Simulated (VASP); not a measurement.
Write the native input for VASP 6.6.1 that does the following.

| Item | Value |
| --- | --- |
| Task | single point |
| Functional | PBE |
| Potentials or basis | VASP PAW PBE potentials, release 64 (Pb_d, Se) |
| Cutoff | 520 eV |
| k mesh | 10 × 10 × 10 |
| Occupations | gaussian, width 0.03 eV |
| Spin | no spin polarisation |
| Dipole correction | no |
| Further INCAR settings | ALGO = Normal; EDIFF = 1e-06; NBANDS = 17 |

The structure of PbSe lies in POSCAR:

```
PbSe
1.0
    0.0000000000      3.0621500000      3.0621500000
    3.0621500000      0.0000000000      3.0621500000
    3.0621500000      3.0621500000      0.0000000000
Pb Se
1 1
Direct
   -0.0141408064     -0.0141408064     -0.0141408064
    0.5000000000      0.5000000000      0.5000000000
```

This cell differs from its parent crystal: all Pb atoms moved -0.150 Å, as atom 1 along Cartesian [1 1 1].

One way to write it, as run:

INCAR

```
SYSTEM = PbSe
PREC = Accurate ; ENCUT = 520
EDIFF = 1E-6 ; ISMEAR = 0
SIGMA = 0.03 ; LREAL = .FALSE.
LASPH = .TRUE. ; NELM = 60
ALGO = Normal ; ISIF = 2
LWAVE = .FALSE. ; LCHARG = .FALSE.
GGA = PE ; NBANDS = 17
```

KPOINTS

```
regular mesh
0
G
  10 10 10
  0 0 0
```

Potentials or basis: VASP PAW PBE potentials, release 64 (Pb_d, Se).

Launch:

```sh
$ cat potpaw_PBE.64/Pb_d/POTCAR potpaw_PBE.64/Se/POTCAR > POTCAR
$ mpirun -np 1 vasp_std > vasp.out
```

It gave:

* Pressure: 2.7 GPa
* Largest force: 0.133 eV/Å
* Band gap on the k mesh: 0.41 eV

Caveat: the cell differs from its parent crystal (all Pb atoms moved -0.150 Å, as atom 1 along Cartesian [1 1 1]); spin-orbit coupling is left out, which moves the levels of the heavy elements.

It took 110 s on 1 thread of Intel Xeon 8259CL (shared host), peak memory 0.26 GiB.
